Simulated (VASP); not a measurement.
# Na3H (Pmmm) in VASP: a series of runs

Runs on Na3H. Level: PBE. Tasks: relaxation of cell and atoms, single point.

Program: VASP 6.6.1. These are calculated values, not measurements. Logs are shortened: lines on timing, memory, paths and dates and some standing lists are left out, and cuts for length are marked.

## Step 1: The cell of the first run

The structure is orthorhombic, space group Pmmm (No. 47). Conventional cell: a = 3.298 Å, b = 3.490 Å, c = 10.072 Å, α = 90.00°, β = 90.00°, γ = 90.00°. Within 4.3 Å of Na (site symmetry mmm) lie 6 Na at 3.30 to 3.49 Å. Na (site symmetry mm2) has 2 H at 2.29 Å within 3.0 Å. Within 3.0 Å of H (site symmetry mmm) lie 4 Na at 2.29 Å.

The cell was generated, and may not be a known phase.

## Step 2: Relaxation of cell and atoms, PBE

Contents of INCAR:

```
SYSTEM = Na3H
PREC     = Accurate       ! precision mode
ENCUT    = 600            ! plane-wave cutoff, eV
EDIFF    = 1E-6           ! SCF threshold, eV
ISMEAR   = 0              ! smearing method
SIGMA    = 0.1            ! smearing width, eV
LREAL    = .False.        ! projectors in reciprocal space
LASPH    = .True.         ! aspherical terms in the spheres
NELM     = 80             ! most SCF steps
ALGO     = Normal         ! electronic algorithm
ISIF     = 3              ! what is computed and relaxed
LWAVE    = .False.        ! write WAVECAR
LCHARG   = .False.        ! write CHGCAR
GGA      = PE             ! functional
IBRION   = 2              ! ionic algorithm
NSW      = 90             ! ionic steps
EDIFFG   = -0.04          ! ionic threshold
```

Contents of KPOINTS:

```
Automatic mesh
0
Gamma
  6 6 2
  0 0 0
```

Contents of POSCAR:

```
Na3H
1.0
    3.2981779429      0.0000000000      0.0000000000
    0.0000000000      3.4899837301      0.0000000000
    0.0000000000      0.0000000000     10.0719406059
Na H
3 1
Direct
    0.5000000000      0.0000000000      0.0000000000
    0.5000000000      0.0000000000      0.6575933795
    0.5000000000      0.0000000000      0.3424066205
    0.0000000000      0.0000000000      0.5000000000
```

Potentials or basis: VASP PAW PBE potentials, release 64 (Na_pv, H).

On the command line:

```
cat potpaw_PBE.64/Na_pv/POTCAR potpaw_PBE.64/H/POTCAR > POTCAR
mpirun -np 1 vasp_std > vasp.out
```

OUTCAR:

```text
SYSTEM = Na3H
   PREC = Accurate
   ENCUT = 600
   EDIFF = 1E-6
   ISMEAR = 0
   LREAL = .False.
   LASPH = .True.
   NELM = 80
   ISIF = 3
   GGA = PE
   IBRION = 2
   NSW = 90
   EDIFFG = -0.04

 ion  position               nearest neighbor table
   1  0.500  0.000  0.000-
   2  0.500  0.000  0.658-
   3  0.500  0.000  0.342-
   4  0.000  0.000  0.500-

  LATTYP: Found a simple orthorhombic cell.
 ALAT       =     3.2981779429
 B/A-ratio  =     1.0581550755
 C/A-ratio  =     3.0537893286

  Lattice vectors:

 A1 = (   3.2981779429,   0.0000000000,   0.0000000000)
 A2 = (   0.0000000000,   3.4899837301,   0.0000000000)
 A3 = (   0.0000000000,   0.0000000000,  10.0719406059)

Analysis of symmetry for initial positions (statically):
=====================================================================
 Subroutine PRICEL returns:
 Original cell was already a primitive cell.

 Routine SETGRP: Setting up the symmetry group for a
 simple orthorhombic supercell.

 Subroutine GETGRP returns: Found  8 space group operations
 (whereof  8 operations were pure point group operations)
 out of a pool of  8 trial point group operations.

The static configuration has the point symmetry D_2h.

Analysis of symmetry for dynamics (positions and initial velocities):
=====================================================================
 Subroutine PRICEL returns:
 Original cell was already a primitive cell.

 Routine SETGRP: Setting up the symmetry group for a
 simple orthorhombic supercell.

 Subroutine GETGRP returns: Found  8 space group operations
 (whereof  8 operations were pure point group operations)
 out of a pool of  8 trial point group operations.

The dynamic configuration has the point symmetry D_2h.

 Subroutine INISYM returns: Found  8 space group operations
 (whereof  8 operations are pure point group operations),
 and found     1 'primitive' translations

----------------------------------------------------------------------------------------

                                     Primitive cell

  volume of cell :     115.9340

  direct lattice vectors                    reciprocal lattice vectors
     3.298177943  0.000000000  0.000000000     0.303197710  0.000000000  0.000000000
     0.000000000  3.489983730  0.000000000     0.000000000  0.286534287  0.000000000
     0.000000000  0.000000000 10.071940606     0.000000000  0.000000000  0.099285732

  length of vectors
     3.298177943  3.489983730 10.071940606     0.303197710  0.286534287  0.099285732

  position of ions in fractional coordinates (direct lattice)
     0.500000000  0.000000000  0.000000000
     0.500000000  0.000000000  0.657593379
     0.500000000  0.000000000  0.342406621
     0.000000000  0.000000000  0.500000000

  ion indices of the primitive-cell ions
   primitive index   ion index
                 1           1
                 2           2
                 3           3
                 4           4

----------------------------------------------------------------------------------------

 KPOINTS: Automatic mesh

Automatic generation of k-mesh.
 Grid dimensions read from file:
 generate k-points for:    6    6    2

 Generating k-lattice:

  Cartesian coordinates                     Fractional coordinates (reciprocal lattice)
     0.050532952  0.000000000  0.000000000     0.166666667  0.000000000  0.000000000
     0.000000000  0.047755715  0.000000000     0.000000000  0.166666667  0.000000000
     0.000000000  0.000000000  0.049642866     0.000000000  0.000000000  0.500000000

  Length of vectors
     0.050532952  0.047755715  0.049642866

  Shift w.r.t. Gamma in fractional coordinates (k-lattice)
     0.000000000  0.000000000  0.000000000

 Subroutine IBZKPT returns following result:
 ===========================================

 Found     32 irreducible k-points:

 Following reciprocal coordinates:
            Coordinates               Weight
  0.000000  0.000000  0.000000      1.000000
  0.166667  0.000000  0.000000      2.000000
  0.333333  0.000000  0.000000      2.000000
  0.500000  0.000000  0.000000      1.000000
  0.000000  0.166667  0.000000      2.000000
  0.166667  0.166667  0.000000      4.000000
[... 16 lines left out ...]
  0.333333  0.166667  0.500000      4.000000
  0.500000  0.166667  0.500000      2.000000
 [... further k-points ...]
   k-points           NKPTS =     32   k-points in BZ     NKDIM =     32   number of bands    NBANDS=     15
   number of dos      NEDOS =    301   number of ions     NIONS =      4
   total plane-waves  NPLWV =  62720
   dimension x,y,z NGX =    28 NGY =   28 NGZ =   80
   dimension x,y,z NGXF=    56 NGYF=   56 NGZF=  160
   ions per type =               3   1
   NGX,Y,Z   is equivalent  to a cutoff of  14.11, 13.34, 13.20 a.u.
   NGXF,Y,Z  is equivalent  to a cutoff of  28.23, 26.68, 26.41 a.u.
 SYSTEM =  Na3H
   PREC   = accura    normal or accurate (medium, high low for compatibility)
   ISTART =      0    job   : 0-new  1-cont  2-samecut
   ICHARG =      2    charge: 1-file 2-atom 10-const
   ISPIN  =      1    spin polarized calculation?
   LNONCOLLINEAR =      F non collinear calculations
   LSORBIT =      F    spin-orbit coupling
   LASPH  =      T    aspherical Exc in radial PAW
   ENCUT  =  600.0 eV  44.10 Ry    6.64 a.u.   6.59  6.97 20.12*2*pi/ulx,y,z
   NELM   =     80;   NELMIN=  2; NELMDL= -5     # of ELM steps
   EDIFF  = 0.1E-05   stopping-criterion for ELM
   LREAL  =      F    real-space projection
   EDIFFG = -.4E-01   stopping-criterion for IOM
   NSW    =     90    number of steps for IOM
   IBRION =      2    ionic relax: 0-MD 1-quasi-New 2-CG
   NFREE  =      1    steps in history (QN), initial steepest desc. (CG)
   ISIF   =      3    stress and relaxation
   ISYM   =      2    0-nonsym 1-usesym 2-fastsym
   POTIM  = 0.5000    time-step for ionic-motion
   TEBEG  =    0.0;   TEEND  =   0.0 temperature during run
   PSTRESS=    0.0 pullay stress
   NELECT =      22.0000    total number of electrons
   NUPDOWN=      -1.0000    fix difference up-down
   EMIN   =  10.00;   EMAX   =-10.00  energy-range for DOS
   EFERMI =   0.00;   METHOD = LEGACY
   ISMEAR =     0;   SIGMA  =   0.10  broadening in eV -4-tet -1-fermi 0-gaus
   EFERMI_NEDOS =   21; number of points for ismear=-14 and -15
   IALGO  =     38    algorithm
   IMIX   =      4    mixing-type and parameters
     AMIX     =   0.40;   BMIX     =  1.00
     AMIX_MAG =   1.60;   BMIX_MAG =  1.00
  volume/ion in A,a.u.               =      28.98       195.59
  Fermi-wavevector in a.u.,A,eV,Ry     =   0.940760  1.777779 12.041556  0.885029
  Thomas-Fermi vector in A             =   2.068204
   LORBIT       =      0    0 simple, 1 ext, 2 COOP (PROOUT), +10 PAW based schemes
   GGA     = PE    functional components
   LHFCALC =     F    Hartree Fock is set to
   AEXX    =    0.0000 exact exchange contribution
   IVDW    =     0    specifies the selected vdW correction
   LEPSILON=     F    determine dielectric tensor
   LRPA    =     F    only Hartree local field effects (RPA)
 conjugate gradient relaxation of ions
 non-spin polarized calculation
 Gauss-broadening in eV      SIGMA  =   0.10
  energy-cutoff  :      600.00
  volume of cell :      115.93
 maximum number of plane-waves:      3902
 NGX is ok and might be reduce to    28
   NGX = 13   NGY = 13   NGZ = 41

--------------------------------------- Ionic step        1  -------------------------------------------

 number of electron      21.9999966 magnetization

 Free energy of the ion-electron system (eV)
  ---------------------------------------------------
  ext. energy  EPLUGINS =         0.00000000
  ---------------------------------------------------
  free energy    TOTEN  =        -7.00249960 eV

  energy without entropy =       -6.99199420  energy(sigma->0) =       -6.99724690

------------------------ aborting loop because EDIFF is reached ----------------------------------------

  FORCE on cell =-STRESS in cart. coord.  units (eV):
  Direction    XX          YY          ZZ          XY          YZ          ZX
  --------------------------------------------------------------------------------------
  -------------------------------------------------------------------------------------
  Total       -0.2344451      0.2319629     -0.1010291      0.0000000      0.0000000      0.0000000
  in kB       -3.2399714      3.2056674     -1.3961962      0.0000000      0.0000000      0.0000000
  external PRESSURE =      -0.4768334 kB  Pullay stress =       0.0000000 kB
[... 61 lines left out ...]
  energy  without entropy=       -6.9934380421  energy(sigma->0) =       -6.99857229

--------------------------------------- Ionic step        3  -------------------------------------------

 number of electron      21.9999968 magnetization

 Free energy of the ion-electron system (eV)
  ---------------------------------------------------
  ext. energy  EPLUGINS =         0.00000000
  ---------------------------------------------------
  free energy    TOTEN  =        -7.00501031 eV

  energy without entropy =       -6.99515486  energy(sigma->0) =       -7.00008258

 E-fermi :   0.4520     XC(G=0):  -6.4766

 val. band max:        0.4499324333   @ k =   0.3333   0.3333   0.5000
 cond. band min:       0.5496805453   @ k =   0.0000   0.5000   0.5000
 fundamental gap:      0.0997481120
 Fermi energy:         0.4520010301

 k-point     1 :       0.0000    0.0000    0.0000
  band No.  band energies     occupation
      1     -24.8231      2.00000
      2     -24.8106      2.00000
      3     -24.8103      2.00000
      4     -24.7442      2.00000
      5     -24.7397      2.00000
      6     -24.7213      2.00000
      7     -24.6706      2.00000
      8     -24.6622      2.00000
      9     -24.6576      2.00000
     10      -4.4121      2.00000
     11      -2.1522      2.00000
     12      -1.3297      2.00000
     13       1.9598      0.00000
     14       3.0381      0.00000
     15       6.0334      0.00000
[... 397 lines left out ...]
 k-point    24 :       0.5000    0.1667    0.5000
  band No.  band energies     occupation
      1     -24.8781      2.00000
      2     -24.8151      2.00000
      3     -24.8118      2.00000
      4     -24.7458      2.00000
      5     -24.7412      2.00000
      6     -24.7341      2.00000
      7     -24.7253      2.00000
      8     -24.7072      2.00000
      9     -24.6645      2.00000
     10      -2.5328      2.00000
     11       1.2100      0.00000
     12       1.5553      0.00000
     13       1.5686      0.00000
     14       2.8625      0.00000
     15       3.8635      0.00000

 [... further k-points ...]

------------------------ aborting loop because EDIFF is reached ----------------------------------------

  FORCE on cell =-STRESS in cart. coord.  units (eV):
  Direction    XX          YY          ZZ          XY          YZ          ZX
  --------------------------------------------------------------------------------------
  -------------------------------------------------------------------------------------
  Total        0.0399245      0.0896534      0.0246696      0.0000000      0.0000000      0.0000000
  in kB        0.5540893      1.2442496      0.3423750      0.0000000      0.0000000      0.0000000
  external PRESSURE =       0.7135713 kB  Pullay stress =       0.0000000 kB
[... 19 lines left out ...]
  FREE ENERGIE OF THE ION-ELECTRON SYSTEM (eV)
  ---------------------------------------------------
  free  energy   TOTEN  =        -7.0050103067 eV

  energy  without entropy=       -6.9951548615  energy(sigma->0) =       -7.00008258

 reached required accuracy - stopping structural energy minimisation
```

Wall time 50 s (1 thread of Intel Xeon 6975P-C (Granite Rapids), shared host); peak memory 0.26 GiB.

What came out:

```yaml
Free_energy: -7.0050 eV
Relaxed_volume: 28.86 Å³/atom
Relaxed_cell: a = 3.267 Å, b = 3.522 Å, c = 10.031 Å, α = 90.00°, β = 90.00°, γ = 90.00°
Space_group_after_relaxing_to_0.1_Å: Pmmm (No. 47)
Energy_gained_by_relaxing: 0.6 meV/atom
Ionic_steps: 3
Pressure_after_relaxing: 0.1 GPa
Largest_force_after_relaxing: 0.019 eV/Å
Band_gap_on_the_k_mesh: zero (bands 11 and 12 overlap by 4.88 eV)
```

Forces on the atoms (eV/Å):
```
Na   0.000  0.000  0.000
Na   0.000  0.000  0.019
Na   0.000  0.000 -0.019
H    0.000  0.000  0.000
```

Step by step:
```csv
step,energy change (eV),largest force (eV/Å),pressure (GPa),volume (Å³)
1,0.0000,0.0161,-0.05,115.93
2,-0.0012,0.0168,0.00,115.79
3,-0.0025,0.0192,0.07,115.44
```

Final structure:
```cif
data_structure
_symmetry_space_group_name_H-M 'P 1'
_symmetry_Int_Tables_number 1
_cell_length_a 3.2672
_cell_length_b 3.5224
_cell_length_c 10.0312
_cell_angle_alpha 90.000
_cell_angle_beta 90.000
_cell_angle_gamma 90.000
_cell_volume 115.44
loop_
_atom_site_label
_atom_site_type_symbol
_atom_site_fract_x
_atom_site_fract_y
_atom_site_fract_z
_atom_site_occupancy
Na1 Na 0.50000 0.00000 0.00000 1
Na2 Na 0.50000 0.00000 0.65785 1
Na3 Na 0.50000 0.00000 0.34215 1
H1 H 0.00000 0.00000 0.50000 1
```

## Step 3: Single point, PBE

This run uses another cell than the first one, of 29.17 Å³/atom.

Contents of INCAR:

```
PREC     = Accurate       # precision mode
ENCUT    = 520            # plane-wave cutoff, eV
EDIFF    = 1E-6           # SCF threshold, eV
ISMEAR   = 0              # smearing method
SIGMA    = 0.1            # smearing width, eV
LREAL    = F              # projectors in reciprocal space
LASPH    = T              # aspherical terms in the spheres
NELM     = 100            # most SCF steps
ALGO     = Normal         # electronic algorithm
ISIF     = 2              # what is computed and relaxed
LWAVE    = F              # write WAVECAR
LCHARG   = F              # write CHGCAR
GGA      = PE             # functional
NBANDS   = 19             # bands
```

Contents of KPOINTS:

```
regular mesh
0
Gamma
  14 14 6
```

Contents of POSCAR:

```
Na3H
1.0
    3.2828476998      0.0000000000      0.0000000000
    0.0000000000      3.5544527989      0.0000000000
    0.0000000000      0.0000000000      9.9978185590
Na H
3 1
Direct
    0.5000000000      0.0000000000      0.0000000000
    0.5000000000      0.0000000000      0.6588699004
    0.5000000000      0.0000000000      0.3411300996
    0.0000000000      0.0000000000      0.5000000000
```

Potentials or basis: VASP PAW PBE potentials, release 64 (Na_pv, H).

On the command line:

```
cat potpaw_PBE.64/Na_pv/POTCAR potpaw_PBE.64/H/POTCAR > POTCAR
mpirun -np 1 vasp_std > vasp.out
```

It took 3.6 min on 1 thread of Intel Xeon 6975P-C (Granite Rapids), shared host; peak memory 0.53 GiB.

The run converged. Its results:

```yaml
Free_energy: -7.0202 eV
Pressure: 0.0 GPa
Band_gap_on_the_k_mesh: zero (bands 11 and 12 overlap by 4.84 eV)
```

Levels at points of the mesh, in eV from the Fermi level:
```
           k point  band 7  band 8  band 9  band 10  band 11  band 12  band 13  band 14  band 15  band 16
(0.00, 0.00, 0.00)  -25.05  -25.04  -25.04    -4.74    -2.44    -1.65     1.67     2.75     5.64     8.21
(0.50, 0.00, 0.00)  -25.08  -25.06  -25.04    -3.06     0.48     0.77     1.58     1.95     2.01     4.46
(0.00, 0.50, 0.00)  -25.04  -25.04  -25.04    -3.46    -0.13     0.43     1.27     1.28     1.29     5.04
(0.50, 0.50, 0.00)  -25.09  -25.08  -25.04    -2.26     3.13     3.16     3.33     3.78     4.08     4.44
(0.00, 0.00, 0.50)  -25.05  -25.04  -25.04    -4.72    -2.76    -0.81     0.34     4.12     5.76     7.04
(0.50, 0.00, 0.50)  -25.06  -25.06  -25.05    -3.05     0.58     0.85     0.87     2.25     3.25     3.31
(0.00, 0.50, 0.50)  -25.05  -25.04  -25.04    -3.46     0.21     0.22     0.23     1.85     3.02     3.09
(0.50, 0.50, 0.50)  -25.09  -25.06  -25.05    -2.26     3.16     3.43     3.44     3.57     3.58     4.03
```

The gap in the log of VASP goes by the Fermi energy; the results here count the filled bands.